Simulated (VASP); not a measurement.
## CdSe: single point with r2SCAN

The system is CdSe.

```
CELL_PARAMETERS angstrom
3.12811 3.12811 0.00000
-3.12811 3.12811 0.00000
0.00000 3.12811 3.02998
ATOMIC_POSITIONS crystal
Cd 0.00000 0.00000 0.00000
Se 0.75000 0.25000 0.50000
```

This cell differs from its parent crystal: in-plane strain +0.02.

```json
{"Program": "VASP 6.6.1", "Task": "single point", "Functional": "r2SCAN", "Potentials or basis": "VASP PAW PBE potentials, release 64 (Cd, Se)", "Cutoff": "520 eV", "k mesh": "6 × 6 × 6", "Occupations": "gaussian, width 0.01 eV", "Spin": "no spin polarisation", "Dipole correction": "no", "Further INCAR settings": "ALGO = Normal; EDIFF = 1e-06; NBANDS = 16"}
```

* Pressure: -1.1 GPa
* Band gap on the k mesh: 0.90 eV

Stress tensor (GPa, compression positive):
```
-1.32  0.00  0.00
 0.00 -1.32  0.00
 0.00  0.00 -0.77
```

Levels at points of the mesh, in eV from the valence-band top:
```csv
k point,band 6,band 7,band 8,band 9,band 10,band 11,band 12,band 13
"(0.00, 0.00, 0.00)",-7.72,-0.09,-0.09,0.00,0.90,6.40,6.42,6.42
"(0.50, 0.00, 0.00)",-7.46,-4.18,-0.81,-0.68,2.72,6.74,6.97,7.60
"(0.50, 0.50, 0.00)",-7.41,-3.96,-1.75,-1.70,3.52,4.13,9.26,10.39
"(0.00, 0.00, 0.50)",-7.37,-3.79,-1.85,-1.85,3.42,3.85,9.56,10.54
```

It took 2.9 min on 1 thread of Intel Xeon 8259CL, with other jobs on the host, peak memory 0.22 GiB.

Caveat: the cell differs from its parent crystal (in-plane strain +0.02); the PAW data sets were made with another functional, which shifts forces and pressure a little.
